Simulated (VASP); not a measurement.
# Ge (Cmce) in VASP: a series of runs

Runs on Ge. Level: PBE. Tasks: single point, relaxation of cell and atoms.

Program: VASP 6.6.1. These are calculated values, not measurements. Logs are shortened: lines on timing, memory, paths and dates and some standing lists are left out, and cuts for length are marked.

## 1. The cell of the first run

Symmetry: Cmce, No. 64, orthorhombic system. Conventional cell: a = 5.049 Å, b = 8.476 Å, c = 4.040 Å, α = 90.00°, β = 90.00°, γ = 90.00°. Ge (site symmetry m) has 7 Ge at 2.63 to 3.19 Å within 3.5 Å.

## 2. Single point, PBE

INCAR reads:

```
ALGO = Normal
EDIFF = 1E-7
ENCUT = 520
GGA = PE
ISIF = 2
ISMEAR = 0
LASPH = T
LCHARG = F
LREAL = F
LWAVE = F
NBANDS = 36
NELM = 80
PREC = Accurate
SIGMA = 0.1
```

KPOINTS reads:

```
k-points
0
Gamma
  6 6 4
```

POSCAR reads:

```
Ge
1.0
    2.5245769781     -4.2378037743      0.0000000000
    2.5245769781      4.2378037743      0.0000000000
    0.0000000000      0.0000000000      4.0400873808
Ge
4
Direct
    0.1502384516      0.8497615484      0.8791287262
    0.6502384516      0.3497615484      0.6208712738
    0.8497615484      0.1502384516      0.1208712738
    0.3497615484      0.6502384516      0.3791287262
```

Potentials or basis: VASP PAW PBE potentials, release 64 (Ge_d).

Command:

```console
cat potpaw_PBE.64/Ge_d/POTCAR > POTCAR
mpirun -np 1 vasp_std > vasp.out
```

OUTCAR:

```text
EDIFF = 1E-7
   ENCUT = 520
   GGA = PE
   ISIF = 2
   ISMEAR = 0
   LASPH = T
   LREAL = F
   NELM = 80
   PREC = Accurate

 ion  position               nearest neighbor table
   1  0.150  0.850  0.879-   4 2.63   4 2.63   3 2.73   2 2.73   2 2.73
   2  0.650  0.350  0.621-   3 2.63   3 2.63   4 2.73   1 2.73   1 2.73
   3  0.850  0.150  0.121-   2 2.63   2 2.63   1 2.73   4 2.73   4 2.73
   4  0.350  0.650  0.379-   1 2.63   1 2.63   2 2.73   3 2.73   3 2.73

  LATTYP: Found a base centered orthorhombic cell.
 ALAT       =     5.0491539562
 B/A-ratio  =     1.6786193533
 C/A-ratio  =     0.8001513552

  Lattice vectors:

 A1 = (   2.5245769781,  -4.2378037743,   0.0000000000)
 A2 = (   2.5245769781,   4.2378037743,   0.0000000000)
 A3 = (   0.0000000000,   0.0000000000,   4.0400873808)

Analysis of symmetry for initial positions (statically):
=====================================================================
 Subroutine PRICEL returns:
 Original cell was already a primitive cell.

 Routine SETGRP: Setting up the symmetry group for a
 base centered orthorhombic supercell.

 Subroutine GETGRP returns: Found  8 space group operations
 (whereof  4 operations were pure point group operations)
 out of a pool of  8 trial point group operations.

The static configuration has the point symmetry C_2h.
 The point group associated with its full space group is D_2h.

Analysis of symmetry for dynamics (positions and initial velocities):
=====================================================================
 Subroutine PRICEL returns:
 Original cell was already a primitive cell.

 Routine SETGRP: Setting up the symmetry group for a
 base centered orthorhombic supercell.

 Subroutine GETGRP returns: Found  8 space group operations
 (whereof  4 operations were pure point group operations)
 out of a pool of  8 trial point group operations.

The dynamic configuration has the point symmetry C_2h.
 The point group associated with its full space group is D_2h.

 Subroutine INISYM returns: Found  8 space group operations
 (whereof  4 operations are pure point group operations),
 and found     1 'primitive' translations

----------------------------------------------------------------------------------------

                                     Primitive cell

  volume of cell :      86.4471

  direct lattice vectors                    reciprocal lattice vectors
     2.524576978 -4.237803774  0.000000000     0.198052982 -0.117985642  0.000000000
[... 91 lines left out ...]
   LREAL  =      F    real-space projection
   EDIFFG = 0.1E-05   stopping-criterion for IOM
   NSW    =      0    number of steps for IOM
   IBRION =     -1    ionic relax: 0-MD 1-quasi-New 2-CG
   NFREE  =      0    steps in history (QN), initial steepest desc. (CG)
   ISIF   =      2    stress and relaxation
   ISYM   =      2    0-nonsym 1-usesym 2-fastsym
   POTIM  = 0.5000    time-step for ionic-motion
   TEBEG  =    0.0;   TEEND  =   0.0 temperature during run
   PSTRESS=    0.0 pullay stress
   NELECT =      56.0000    total number of electrons
   NUPDOWN=      -1.0000    fix difference up-down
   EMIN   =  10.00;   EMAX   =-10.00  energy-range for DOS
   EFERMI =   0.00;   METHOD = LEGACY
   ISMEAR =     0;   SIGMA  =   0.10  broadening in eV -4-tet -1-fermi 0-gaus
   EFERMI_NEDOS =   21; number of points for ismear=-14 and -15
   IALGO  =     38    algorithm
   IMIX   =      4    mixing-type and parameters
     AMIX     =   0.40;   BMIX     =  1.00
     AMIX_MAG =   1.60;   BMIX_MAG =  1.00
  volume/ion in A,a.u.               =      21.61       145.84
  Fermi-wavevector in a.u.,A,eV,Ry     =   1.416514  2.676823 27.300239  2.006511
  Thomas-Fermi vector in A             =   2.537840
   LORBIT       =      0    0 simple, 1 ext, 2 COOP (PROOUT), +10 PAW based schemes
   GGA     = PE    functional components
   LHFCALC =     F    Hartree Fock is set to
   AEXX    =    0.0000 exact exchange contribution
   IVDW    =     0    specifies the selected vdW correction
   LEPSILON=     F    determine dielectric tensor
   LRPA    =     F    only Hartree local field effects (RPA)
 non-spin polarized calculation
 Gauss-broadening in eV      SIGMA  =   0.10
  energy-cutoff  :      520.00
  volume of cell :       86.45
 maximum number of plane-waves:      2346
 NGX is ok and might be reduce to    40
   NGX = 19   NGY = 19   NGZ = 15

 number of electron      56.0000021 magnetization

 Free energy of the ion-electron system (eV)
  ---------------------------------------------------
  ext. energy  EPLUGINS =         0.00000000
  ---------------------------------------------------
  free energy    TOTEN  =       -16.98645758 eV

  energy without entropy =      -16.97660979  energy(sigma->0) =      -16.98153368

 E-fermi :   5.1434     XC(G=0): -10.4288

 val. band max:        5.1320596315   @ k =   0.3333   0.0000   0.0000
 cond. band min:       5.1648997201   @ k =   0.5000   0.5000   0.0000
 fundamental gap:      0.0328400886
 Fermi energy:         5.1434435046

 k-point     1 :       0.0000    0.0000    0.0000
  band No.  band energies     occupation
      1     -19.4338      2.00000
      2     -19.4270      2.00000
      3     -19.4234      2.00000
      4     -19.3748      2.00000
      5     -19.3618      2.00000
      6     -19.3486      2.00000
[... 925 lines left out ...]
     35      12.0889      0.00000
     36      12.5227      0.00000

 [... further k-points ...]

------------------------ aborting loop because EDIFF is reached ----------------------------------------

  FORCE on cell =-STRESS in cart. coord.  units (eV):
  Direction    XX          YY          ZZ          XY          YZ          ZX
  --------------------------------------------------------------------------------------
  -------------------------------------------------------------------------------------
  Total       -0.1180908     -0.0309383     -0.1062056      0.0000000      0.0000000      0.0000000
  in kB       -2.1886500     -0.5733986     -1.9683739      0.0000000      0.0000000      0.0000000
  external PRESSURE =      -1.5768075 kB  Pullay stress =       0.0000000 kB

 VOLUME and BASIS-vectors are now :
 -----------------------------------------------------------------------------
  energy-cutoff  :      520.00
  volume of cell :       86.45
      direct lattice vectors                 reciprocal lattice vectors
     2.524576978 -4.237803774  0.000000000     0.198052982 -0.117985642  0.000000000
     2.524576978  4.237803774  0.000000000     0.198052982  0.117985642  0.000000000
     0.000000000  0.000000000  4.040087381     0.000000000  0.000000000  0.247519399

 POSITION                                       TOTAL-FORCE (eV/Angst)
 -----------------------------------------------------------------------------------
      2.52458      2.96444      3.55176         0.000000      0.004401      0.010555
      2.52458     -1.27336      2.50837         0.000000      0.004401     -0.010555
      2.52458     -2.96444      0.48833         0.000000     -0.004401     -0.010555
      2.52458      1.27336      1.53171         0.000000     -0.004401      0.010555
 -----------------------------------------------------------------------------------
    total drift:                               -0.000000      0.000000     -0.000000

  FREE ENERGIE OF THE ION-ELECTRON SYSTEM (eV)
  ---------------------------------------------------
  free  energy   TOTEN  =       -16.9864575760 eV

  energy  without entropy=      -16.9766097906  energy(sigma->0) =      -16.98153368
```

It took 1.8 min on 1 thread of Intel Xeon Platinum 8259CL at 2.50GHz (Skylake/Cascade Lake), shared host; peak memory 0.24 GiB.

What came out:

```
Free energy            : -16.9865 eV
Pressure               : -0.2 GPa
Largest force          : 0.011 eV/Å
Band gap on the k mesh : zero (bands 28 and 29 overlap by 1.63 eV)
```

Forces in eV/Å, atoms in the order of the input:
```
Ge   0.000  0.004  0.011
Ge   0.000  0.004 -0.011
Ge   0.000 -0.004 -0.011
Ge   0.000 -0.004  0.011
```

Caveat: the k points lie up to 0.39 Å⁻¹ apart, too coarse for converged energies and pressures of a metal.

(Part 1 of 2 ends here.)

The gap in the log of VASP goes by the Fermi energy; the results here count the filled bands.